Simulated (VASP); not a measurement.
# Ge (I4_1/amd) in VASP: a series of runs, part 2 of 2

VASP 6.6.1.

### 4 Single point, PBE (strain +0.0200 x Voigt [0, 1, 0, 0, 0, 0])

Contents of INCAR:

```
SYSTEM = Ge
  PREC = Accurate
  ENCUT = 500
  EDIFF = 1E-6
  ISMEAR = 0
  SIGMA = 0.15
  LREAL = .False.
  LASPH = .True.
  NELM = 120
  ALGO = Normal
  ISIF = 2
  LWAVE = .False.
  LCHARG = .False.
  GGA = PE
  NBANDS = 21
  GGA_COMPAT = .False.
```

Contents of KPOINTS:

```
regular mesh
0
Gamma
  14 14 14
  0 0 0
```

Contents of POSCAR:

```
Ge
1.0
    0.0000000000      2.8853454000      2.8287700000
    2.8287700000      0.0000000000      2.8287700000
    2.8287700000      2.8853454000      0.0000000000
Ge
2
Direct
    0.5000000000      0.5000000000      0.5000000000
    0.7500000000      0.7500000000      0.7500000000
```

Potentials or basis: VASP PAW PBE potentials, release 64 (Ge_d).

The run is started by

```
$ cat potpaw_PBE.64/Ge_d/POTCAR > POTCAR
$ mpirun -np 1 vasp_std > vasp.out
```

OUTCAR:

```text
SYSTEM = Ge
   PREC = Accurate
   ENCUT = 500
   EDIFF = 1E-6
   ISMEAR = 0
   LREAL = .False.
   LASPH = .True.
   NELM = 120
   ISIF = 2
   GGA = PE

 ion  position               nearest neighbor table
   1  0.500  0.500  0.500-   2 2.47   2 2.47   2 2.47   2 2.47
   2  0.750  0.750  0.750-   1 2.47   1 2.47   1 2.47   1 2.47

  LATTYP: Found a body centered tetragonal cell.
 ALAT       =     4.0004848988
 C/A-ratio  =     1.4424978336

  Lattice vectors:

 A1 = (   0.0000000000,  -2.8853454000,   2.8287700000)
 A2 = (   0.0000000000,  -2.8853454000,  -2.8287700000)
 A3 = (   2.8287700000,   2.8853454000,   0.0000000000)

Analysis of symmetry for initial positions (statically):
=====================================================================
 Subroutine PRICEL returns:
 Original cell was already a primitive cell.

 Routine SETGRP: Setting up the symmetry group for a
 body centered tetragonal supercell.

 Subroutine GETGRP returns: Found 16 space group operations
 (whereof  8 operations were pure point group operations)
 out of a pool of 16 trial point group operations.

[... 155 lines left out ...]
 number of electron      28.0000014 magnetization

 Free energy of the ion-electron system (eV)
  ---------------------------------------------------
  ext. energy  EPLUGINS =         0.00000000
  ---------------------------------------------------
  free energy    TOTEN  =        -9.02318458 eV

  energy without entropy =       -9.02255982  energy(sigma->0) =       -9.02287220

 E-fermi :   4.8500     XC(G=0):  -9.8327

 val. band max:        4.7446289468   @ k =  -0.0714   0.0000   0.0714
 cond. band min:       4.8534629847   @ k =   0.0000   0.0000   0.0000
 fundamental gap:      0.1088340379
 Fermi energy:         4.8500327275

 k-point     1 :       0.0000    0.0000    0.0000
  band No.  band energies     occupation
      1     -19.9880      2.00000
      2     -19.9880      2.00000
      3     -19.9837      2.00000
      4     -19.9525      2.00000
      5     -19.9512      2.00000
      6     -19.7573      2.00000
[... 565 lines left out ...]
     20      14.0569      0.00000
     21      14.5213      0.00000

 [... further k-points ...]
[... 5 lines left out ...]
  --------------------------------------------------------------------------------------
  -------------------------------------------------------------------------------------
  Total        0.7357705      0.3292458      0.7357705      0.0000000      0.0000000      0.0000000
  in kB       25.5287701     11.4237248     25.5287701      0.0000000      0.0000000      0.0000000
  external PRESSURE =      20.8270883 kB  Pullay stress =       0.0000000 kB

 VOLUME and BASIS-vectors are now :
 -----------------------------------------------------------------------------
  energy-cutoff  :      500.00
  volume of cell :       46.18
      direct lattice vectors                 reciprocal lattice vectors
     0.000000000  2.885345400  2.828770000    -0.176755268  0.173289479  0.176755268
     2.828770000  0.000000000  2.828770000     0.176755268 -0.173289479  0.176755268
     2.828770000  2.885345400  0.000000000     0.176755268  0.173289479 -0.176755268

 POSITION                                       TOTAL-FORCE (eV/Angst)
 -----------------------------------------------------------------------------------
      2.82877      2.88535      2.82877        -0.000000      0.000000     -0.000000
      4.24315      4.32802      4.24315         0.000000     -0.000000      0.000000
 -----------------------------------------------------------------------------------
    total drift:                                0.000000     -0.000000     -0.000000

  FREE ENERGIE OF THE ION-ELECTRON SYSTEM (eV)
  ---------------------------------------------------
  free  energy   TOTEN  =        -9.0231845792 eV

  energy  without entropy=       -9.0225598169  energy(sigma->0) =       -9.02287220
```

stdout:

```text
POSCAR found type information on POSCAR Ge
 POSCAR found :  1 types and       2 ions
 scaLAPACK will be used
 LDA part: xc-table for (Slater+PW92), standard interpolation
 POSCAR, INCAR and KPOINTS ok, starting setup
 FFT: planning ... GRIDC
 FFT: planning ... GRID_SOFT
 FFT: planning ... GRID
 WAVECAR not read
 entering main loop
```

Run time: 2.6 min. Hardware: 1 thread of Intel Xeon Platinum 8259CL at 2.50GHz (Skylake/Cascade Lake), shared host; peak memory 0.29 GiB.

What came out:

```
Free energy            : -9.0232 eV
Pressure               : 2.1 GPa
Band gap on the k mesh : zero (filled and empty bands touch)
```

Caveat: the cell differs from its parent crystal (strain +0.0200 x Voigt [0, 1, 0, 0, 0, 0]).

### 5 Single point, PBE (strain +0.0300 x Voigt [0, 1, 0, 0, 0, 0])

Contents of INCAR:

```
SYSTEM = Ge
ALGO = Normal ; EDIFF = 1E-6
ENCUT = 500 ; GGA = PE
GGA_COMPAT = .FALSE. ; ISIF = 2
ISMEAR = 0 ; LASPH = .TRUE.
LCHARG = .TRUE. ; LELF = .TRUE.
LREAL = .FALSE. ; LVHAR = .TRUE.
LWAVE = .FALSE. ; NBANDS = 21
NELM = 120 ; PREC = Accurate
SIGMA = 0.15
```

Contents of KPOINTS:

```
k-points
0
G
  14 14 14
  0 0 0
```

Contents of POSCAR:

```
Ge
1.0
    0.0000000000      2.9136331000      2.8287700000
    2.8287700000      0.0000000000      2.8287700000
    2.8287700000      2.9136331000      0.0000000000
Ge
2
Direct
    0.5000000000      0.5000000000      0.5000000000
    0.7500000000      0.7500000000      0.7500000000
```

The run is started by

```
$ cat potpaw_PBE.64/Ge_d/POTCAR > POTCAR
$ mpirun -np 1 vasp_std > vasp.out
```

It took 2.9 min on 1 thread of Intel Xeon Platinum 8259CL at 2.50GHz (Skylake/Cascade Lake), shared host; peak memory 0.3 GiB.

Results (log left out):

```
Free energy            : -9.0252 eV
Pressure               : 1.4 GPa
Band gap on the k mesh : zero (filled and empty bands touch)
```

Stress tensor (GPa, compression positive):
```
2.12 0.00 0.00
0.00 0.00 0.00
0.00 0.00 2.12
```

Levels at points of the mesh, in eV from the Fermi level:
```
           k point  band 10  band 11  band 12  band 13  band 14  band 15  band 16  band 17  band 18  band 19
(0.00, 0.00, 0.00)   -24.58   -12.59    -0.28    -0.20     0.03     0.03     2.46     2.46     2.60     6.31
(0.50, 0.00, 0.00)   -24.55   -10.57    -7.51    -1.53    -1.27     0.04     3.62     3.78     7.08    10.28
(0.50, 0.50, 0.00)   -24.54    -8.77    -8.77    -3.08    -3.08     0.67     0.67     9.19     9.19    11.24
(0.50, 0.00, 0.50)   -24.53    -8.91    -8.91    -2.88    -2.88     0.90     0.90     9.21     9.21    11.18
```

Caveat: the cell differs from its parent crystal (strain +0.0300 x Voigt [0, 1, 0, 0, 0, 0]).

### 6 Single point, PBE (strain +0.0350 x Voigt [0, 1, 0, 0, 0, 0])

Contents of INCAR:

```
  ALGO = Normal
  EDIFF = 1E-6
  ENCUT = 500
  GGA = PE
  GGA_COMPAT = F
  ISIF = 2
  ISMEAR = 0
  LASPH = T
  LCHARG = T
  LELF = T
  LREAL = F
  LVHAR = T
  LWAVE = F
  NBANDS = 21
  NELM = 120
  PREC = Accurate
  SIGMA = 0.15
```

Contents of KPOINTS:

```
k-points
0
Gamma
  14 14 14
```

Contents of POSCAR:

```
Ge
1.0
    0.0000000000      2.9277769500      2.8287700000
    2.8287700000      0.0000000000      2.8287700000
    2.8287700000      2.9277769500      0.0000000000
Ge
2
Direct
    0.5000000000      0.5000000000      0.5000000000
    0.7500000000      0.7500000000      0.7500000000
```

Potentials or basis: VASP PAW PBE potentials, release 64 (Ge_d).

The run is started by

```
$ cat potpaw_PBE.64/Ge_d/POTCAR > POTCAR
$ mpirun -np 1 vasp_std > vasp.out
```

It took 2.7 min on 1 thread of Intel Xeon Platinum 8259CL at 2.50GHz (Skylake/Cascade Lake), shared host; peak memory 0.3 GiB.

It converged, with:

```yaml
Free_energy: -9.0251 eV
Pressure: 1.1 GPa
Band_gap_on_the_k_mesh: zero (band 14 reaches 4.75 eV, above the bottom of band 15 at 4.73 eV)
```

Stress tensor (GPa, compression positive):
```
 1.92  0.00  0.00
 0.00 -0.55  0.00
 0.00  0.00  1.92
```

Levels at points of the mesh, in eV from the Fermi level:
| k point | band 12 | band 13 | band 14 | band 15 | band 16 | band 17 |
| --- | --- | --- | --- | --- | --- | --- |
| (0.00, 0.00, 0.00) | -0.33 | -0.22 | 0.05 | 0.05 | 2.45 | 2.45 |
| (0.50, 0.00, 0.00) | -7.48 | -1.54 | -1.24 | 0.02 | 3.62 | 3.79 |
| (0.50, 0.50, 0.00) | -8.74 | -3.07 | -3.07 | 0.67 | 0.67 | 9.14 |
| (0.50, 0.00, 0.50) | -8.90 | -2.84 | -2.84 | 0.94 | 0.94 | 9.16 |

Caveat: the cell differs from its parent crystal (strain +0.0350 x Voigt [0, 1, 0, 0, 0, 0]).

### 7 Single point, PBE (strain +0.0400 x Voigt [0, 1, 0, 0, 0, 0])

Contents of INCAR:

```
ALGO = Normal
EDIFF = 1E-6
ENCUT = 500
GGA = PE
GGA_COMPAT = F
ISIF = 2
ISMEAR = 0
LASPH = T
LCHARG = F
LREAL = F
LWAVE = F
NBANDS = 21
NELM = 120
PREC = Accurate
SIGMA = 0.15
```

KPOINTS is that of step 6.

Contents of POSCAR:

```
Ge
1.0
    0.0000000000      2.9419208000      2.8287700000
    2.8287700000      0.0000000000      2.8287700000
    2.8287700000      2.9419208000      0.0000000000
Ge
2
Direct
    0.5000000000      0.5000000000      0.5000000000
    0.7500000000      0.7500000000      0.7500000000
```

The run is started by

```
$ cat potpaw_PBE.64/Ge_d/POTCAR > POTCAR
$ mpirun -np 1 vasp_std > vasp.out
```

Run time: 2.6 min. Hardware: 1 thread of Intel Xeon Platinum 8259CL at 2.50GHz (Skylake/Cascade Lake), shared host; peak memory 0.3 GiB.

Results (log left out):

```yaml
Free_energy: -9.0241 eV
Pressure: 0.8 GPa
Band_gap_on_the_k_mesh: zero (band 14 reaches 4.72 eV, above the bottom of band 15 at 4.66 eV)
```

Stress tensor (GPa, compression positive):
```
 1.73  0.00  0.00
 0.00 -1.09  0.00
 0.00  0.00  1.73
```

Levels at points of the mesh, in eV from the Fermi level:
```tsv
k point	band 10	band 11	band 12	band 13	band 14	band 15	band 16	band 17	band 18	band 19
(0.00, 0.00, 0.00)	-24.56	-12.51	-0.37	-0.24	0.07	0.07	2.44	2.44	2.63	6.30
(0.50, 0.00, 0.00)	-24.54	-10.52	-7.46	-1.55	-1.21	0.00	3.61	3.80	7.09	10.20
(0.50, 0.50, 0.00)	-24.53	-8.72	-8.72	-3.06	-3.06	0.67	0.67	9.09	9.09	11.11
(0.50, 0.00, 0.50)	-24.52	-8.90	-8.90	-2.79	-2.79	0.97	0.97	9.12	9.12	11.06
```

Caveat: the cell differs from its parent crystal (strain +0.0400 x Voigt [0, 1, 0, 0, 0, 0]).

### 8 The runs side by side

```csv
cell,gap on the mesh (eV),pressure (GPa)
"a = 3.941, b = 4.000 Å, angles 59.5, 61.0, 59.5°, 2 atoms",-,6.0
"a = 4.021, b = 4.000 Å, angles 60.2, 59.7, 60.2°, 2 atoms",none,2.8
"a = 4.041, b = 4.000 Å, angles 60.3, 59.3, 60.3°, 2 atoms",none,2.1
"a = 4.061, b = 4.000 Å, angles 60.5, 59.0, 60.5°, 2 atoms",none,1.4
"a = 4.071, b = 4.000 Å, angles 60.6, 58.9, 60.6°, 2 atoms",none,1.1
"a = 4.081, b = 4.000 Å, angles 60.7, 58.7, 60.7°, 2 atoms",none,0.8
```

Alike in all rows: task single point; level PBE; potentials or basis VASP PAW PBE potentials, release 64 (Ge_d); no spin polarisation; k mesh 14 × 14 × 14; cutoff (eV) 500; smearing gaussian 0.15 eV.

Absolute energies hang on the potentials; compare differences alone.
